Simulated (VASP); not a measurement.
Write the native input for VASP 6.6.1 that does the following.

| Quantity | Value |
| --- | --- |
| Task | single point |
| Functional | PBE |
| Potentials or basis | VASP PAW PBE potentials, release 64 (W_sv, C) |
| Cutoff | 520 eV |
| k mesh | 2 × 3 × 2 |
| Occupations | fermi-dirac, width 0.24 eV |
| Spin | no spin polarisation |
| Dipole correction | no |
| Further INCAR settings | LREAL = Auto; ALGO = Normal; EDIFF = 1e-07; NBANDS = 86 |

The structure of WC lies in POSCAR:

```
WC
1.0
   -3.0376710000     -5.2614010000      0.0000000000
    4.5565070000     -2.6307000000      0.0000000000
    0.0000000000      0.0000000000      5.9242650000
W C
8 8
Direct
    0.7366053773      0.5088469727     -0.0028189151
    0.7471567062      0.5077389893      0.4985934964
    0.4972511241      0.0206266158     -0.0012828596
    0.5013013014      0.0127923485      0.4864063306
    0.2407735984      0.5092916520     -0.0082710682
    0.2394076317      0.5013800308      0.4921791986
   -0.0158588794      0.0088721343     -0.0120352483
   -0.0058009594      0.0112978195      0.4833173398
    0.5042603454      0.6548386796      0.2489253941
    0.4803996922      0.6659917813      0.7331542394
    0.2457499952      0.1712512751      0.2407893637
    0.2511797823      0.1577308101      0.7257777969
   -0.0042197849      0.6824046757      0.2407049651
   -0.0128769711      0.6614022536      0.7507429192
    0.7480888552      0.1897611089      0.2520312646
    0.7412631152      0.1809090754      0.7345721368
```

These files were run (other wordings do the same):

INCAR

```
ALGO     = Normal         # electronic algorithm
EDIFF    = 1E-7           # SCF threshold, eV
ENCUT    = 520            # plane-wave cutoff, eV
GGA      = PE             # functional
ISIF     = 2              # what is computed and relaxed
ISMEAR   = -1             # smearing method
LASPH    = True           # aspherical terms in the spheres
LCHARG   = True           # write CHGCAR
LELF     = True           # ELF
LREAL    = Auto         
LVHAR    = True         
LWAVE    = False          # write WAVECAR
NBANDS   = 86             # bands
NELM     = 60             # most SCF steps
PREC     = Accurate       # precision mode
SIGMA    = 0.24           # smearing width, eV
```

KPOINTS

```
k-points
0
Gamma
  2 3 2
```

Potentials or basis: VASP PAW PBE potentials, release 64 (W_sv, C).

Command:

```sh
$ cat potpaw_PBE.64/W_sv/POTCAR potpaw_PBE.64/C/POTCAR > POTCAR
$ mpirun -np 1 vasp_std > vasp.out
```

Results of the run:

```json
{
 "Pressure": "-32.4 GPa",
 "Largest force": "1.701 eV/Å",
 "Band gap on the k mesh": "zero (bands 72 and 73 overlap by 0.34 eV)"
}
```

Caveat: the k points lie up to 0.53 Å⁻¹ apart; the atoms stand as in a frame of molecular dynamics; spin-orbit coupling is left out, which moves the levels of the heavy elements; forces of over 1 eV/Å act on the atoms, so gaps and moduli don't describe the material at rest.

Wall time 7.1 min on 1 thread of Intel Xeon 8259CL, on a shared host, peak memory 0.33 GiB.
